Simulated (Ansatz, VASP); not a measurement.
# TaN in VASP and in Ansatz

Contents of INCAR:

```
  ALGO = Normal
  EDIFF = 1E-6
  ENCUT = 520
  GGA = PE
  ISIF = 2
  ISMEAR = -1
  LASPH = True
  LCHARG = False
  LREAL = False
  LWAVE = False
  NBANDS = 33
  NELM = 60
  PREC = Accurate
  SIGMA = 0.01
```

KPOINTS

```
k-points
0
Gamma
  6 6 9
```

Contents of POSCAR:

```
TaN
1.0
    5.1257760305      0.0000000000      0.0000000000
   -2.5628880152      4.4390522565      0.0000000000
    0.0000000000      0.0000000000      2.8716573394
Ta N
3 3
Direct
    0.3333333333      0.6666666667      0.5000000000
    0.6666666667      0.3333333333      0.5000000000
    0.0000000000      0.0000000000      0.0000000000
    0.3928500000      0.0000000000      0.0000000000
    0.6071500000      0.6071500000      0.0000000000
    0.0000000000      0.3928500000      0.0000000000
```

Input for Ansatz:

```yaml
crystal:
  lattice:
    - [5.1257760305, 0.0, 0.0]
    - [-2.5628880152, 4.4390522565, 0.0]
    - [0.0, 0.0, 2.8716573394]
  atoms:
    - { symbol: Ta, position: [0.3333333333, 0.6666666667, 0.5] }
    - { symbol: Ta, position: [0.6666666667, 0.3333333333, 0.5] }
    - { symbol: Ta, position: [0.0, 0.0, 0.0] }
    - { symbol: "N", position: [0.39285, 0.0, 0.0] }
    - { symbol: "N", position: [0.60715, 0.60715, 0.0] }
    - { symbol: "N", position: [0.0, 0.39285, 0.0] }
kpoints:
  mp_grid: { grid: [6, 6, 9] }
  band_path:
    path:
      - [0.0, 0.0, 0.0]
      - [0.5, 0.0, 0.0]
      - [0.3333333333, 0.3333333333, 0.0]
      - [0.0, 0.0, 0.0]
      - [0.0, 0.0, 0.5]
      - [0.5, 0.0, 0.5]
      - [0.3333333333, 0.3333333333, 0.5]
      - [0.0, 0.0, 0.5]
      - [0.5, 0.0, 0.5]
    npoints: 5
scf:
  occupations: { method: fermi_dirac, width: 0.01 }
hamiltonian:
  xc: pbe
  pseudopotentials: { kind: all_electron, lapw: { basis_error: 0.001 } }
output:
  forces: true
  stress: true
  eigenvalues: true
```

Change from the starting cell: volume scaled by 0.96.

Alike in both runs: task single point; functional PBE; k mesh 6 × 6 × 9; occupations fermi-dirac, width 0.01 eV; no spin polarisation.

|  | VASP | Ansatz |
| --- | --- | --- |
| version | VASP 6.6.1 | Ansatz 0.2.0 |
| potentials or method | VASP PAW PBE potentials, release 64 (Ta_pv, N), cutoff 520 eV | all-electron LAPW, scalar-relativistic |

|  | VASP | Ansatz | Ansatz less VASP |
| --- | --- | --- | --- |
| pressure (GPa) | 20.7 | 19.7 | -1.01 |
| traceless stress, the component that is largest in VASP (GPa) | 0.39 | 0.56 | +0.175 |
| rms of the force components (eV/Å) | 0.100 | 0.089 | -0.0111 |

Atom by atom the forces differ by 0.011 eV/Å (rms over components). Ansatz ran all-electron here, and VASP with PAW potentials.

Neither program's run includes spin-orbit coupling.
